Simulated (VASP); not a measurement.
Runs of VASP 6.6.1 on C. The structure is that of space group Fm-3m (No. 225), or close to it. The cells are those of the table. 

```csv
task,cell,gap on the mesh (eV),pressure (GPa)
relaxation of cell and atoms,"relaxed from a = 2.121 Å, angles 60.0°, 1 atom",none,0.0
relaxation of cell and atoms,"relaxed to 30 GPa from a = 2.121 Å, angles 60.0°, 1 atom",none,30.0
single point,"a = 2.133 Å, angles 60.0°, 1 atom",none,0.3
single point,"a = 2.071 Å, angles 60.0°, 1 atom",none,20.4
relaxation of cell and atoms,"relaxed to 20 GPa from a = 2.121 Å, angles 60.0°, 1 atom",none,20.0
single point,"a = 2.046 Å, angles 60.0°, 1 atom",none,(a)
relaxation of cell and atoms,"relaxed to 10 GPa from a = 2.121 Å, angles 60.0°, 1 atom",none,10.0
single point,"a = 2.100 Å, angles 60.0°, 1 atom",none,10.4
```

Alike in all rows: level LDA; potentials or basis VASP PAW LDA potentials, release 64 (C); no spin polarisation; k mesh 10 × 10 × 10; cutoff (eV) 600; smearing fermi-dirac 0.1 eV.

Problem. Fill in the values left out.

Solution. (a) 30.4.

Caveats: all runs use coarse meshes; the cell is relaxed towards a set pressure, so the run minimises the enthalpy, not the energy (at least some runs).

A gap of «none» marks levels without a gap at the run's occupations.
